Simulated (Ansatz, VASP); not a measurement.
# Two plane-wave programs on Pd

```xyz
1
Lattice="0.0000 1.9737 1.9737 1.9737 0.0000 1.9737 1.9737 1.9737 0.0000" Properties=species:S:1:pos:R:3 pbc="T T T"
Pd    0.0000    0.0000    0.0000
```

Alike in both runs: task single point; functional PBE; k mesh 14 × 14 × 14; collinear spin.

|  | VASP | Ansatz |
| --- | --- | --- |
| version | VASP 6.6.1 | Ansatz 0.2.0 |
| potentials or method | VASP PAW PBE potentials, release 64 (Pd), cutoff 520 eV | plane waves (420 eV) with PAW, scalar-relativistic |
| occupations | methfessel-paxton of order 1, width 0.2 eV | cold, width 0.2 eV |
| valence electrons in the cell | 10 | 18 |

Ansatz gave:

```
pressure (GPa)                                                : 0.0
net moment per atom (μB)                                      : 0.47
size of the moment on the site where the two differ most (μB) : 0.47
```

Estimate VASP's values.

pressure (GPa): -0.3; net moment per atom (μB): 0.45; size of the moment on the site where the two differ most (μB): 0.45.

Site moments also hang on the region over which each program counts them. VASP's potentials hold 10 valence electrons a cell and Ansatz's 18, so a difference there can come from the potentials and not from the codes. Ansatz's warnings: stability check not made.
